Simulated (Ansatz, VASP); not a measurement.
# Ga: VASP beside Ansatz

The input INCAR:

```
  PREC = Accurate
  ENCUT = 520
  EDIFF = 1E-6
  ISMEAR = -1
  SIGMA = 0.1
  LREAL = F
  LASPH = T
  NELM = 100
  ALGO = Normal
  ISIF = 2
  LWAVE = F
  LCHARG = F
  GGA = B5
  ALDAX = 1.0
  AGGAX = 1.0
  AGGAC = 1.0
  ALDAC = 0.0
  NBANDS = 26
```

The input KPOINTS:

```
regular mesh
0
Gamma
  9 9 11
```

Contents of POSCAR:

```
Ga
1.0
    4.6500535180      0.0000000000      0.0000000000
   -2.3250267590      4.0270644755      0.0000000000
    0.0000000000      0.0000000000      3.1390881158
Ga
3
Direct
    1.0000000000      1.0000000000      0.0000000000
    0.3333333333      0.6666666667      0.5000000000
    0.6666666667      0.3333333333      0.5000000000
```

Input for Ansatz:

```yaml
crystal:
  lattice:
    - [4.650053518, 0.0, 0.0]
    - [-2.325026759, 4.0270644755, 0.0]
    - [0.0, 0.0, 3.1390881158]
  atoms:
    - { symbol: Ga, position: [1.0, 1.0, 0.0] }
    - { symbol: Ga, position: [0.3333333333, 0.6666666667, 0.5] }
    - { symbol: Ga, position: [0.6666666667, 0.3333333333, 0.5] }
hamiltonian:
  xc: blyp
  pseudopotentials:
    kind: paw
    azcp:
      Ga: "pseudopotentials/Ga.paw.azcp"
basis:
  ecutwfc: 420
  fft_grid_basis: typed
kpoints:
  mp_grid: { grid: [9, 9, 11], shift: [0, 0, 0] }
magnetization:
  spin_polarized: false
scf:
  occupations: { method: fermi_dirac, width: 0.1 }
  lower_state_search: "off"
output:
  stress: true
  write_density: true
  write_potential: true
  elf: true
  volumetric_format: npy
```

Alike in both runs: task single point; functional BLYP; k mesh 9 × 9 × 11; occupations fermi-dirac, width 0.1 eV; no spin polarisation.

```csv
,VASP,Ansatz
version,VASP 6.6.1,Ansatz 0.2.0
potentials or method,"VASP PAW PBE potentials, release 64 (Ga_d), cutoff 520 eV","plane waves (420 eV) with PAW, scalar-relativistic"
valence electrons in the cell,39,39
```

|  | VASP | Ansatz | Ansatz less VASP |
| --- | --- | --- | --- |
| pressure (GPa) | 5.4 | 5.1 | -0.27 |
| traceless stress, the component that is largest in VASP (GPa) | -1.23 | -1.20 | +0.028 |

VASP's potentials were made for PBE, not for BLYP.
